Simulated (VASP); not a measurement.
Here is a VASP 6.6.1 calculation.

Contents of INCAR:

```
SYSTEM = GaP
PREC = Accurate
ENCUT = 500
EDIFF = 1E-6
ISMEAR = 0
SIGMA = 0.1
LREAL = .False.
LASPH = .True.
NELM = 120
ALGO = Normal
ISIF = 2
LWAVE = .False.
LCHARG = .False.
GGA = PE
NBANDS = 16
GGA_COMPAT = .False.
```

KPOINTS

```
Automatic mesh
0
Gamma
  16 16 16
  0 0 0
```

The input POSCAR:

```
GaP
1.0
   -2.3459711384      2.3459711384      1.2995900655
    2.3459711384     -2.3459711384      1.2995900655
    2.3459711384      2.3459711384     -1.2995900655
Ga P
1 1
Direct
    0.0000000000      0.0000000000      0.0000000000
    0.7500000000      0.2500000000      0.5000000000
```

Potentials or basis: VASP PAW PBE potentials, release 64 (Ga_d, P).

Run with:

```sh
$ cat potpaw_PBE.64/Ga_d/POTCAR potpaw_PBE.64/P/POTCAR > POTCAR
$ mpirun -np 1 vasp_std > vasp.out
```

(1) Estimate the pressure.

(2) What does it give for the band gap on the k mesh?

Answers

(1) 18.0 GPa.

(2) zero (bands 9 and 10 overlap by 6.17 eV).

Caveat: the cell stands under pressure.
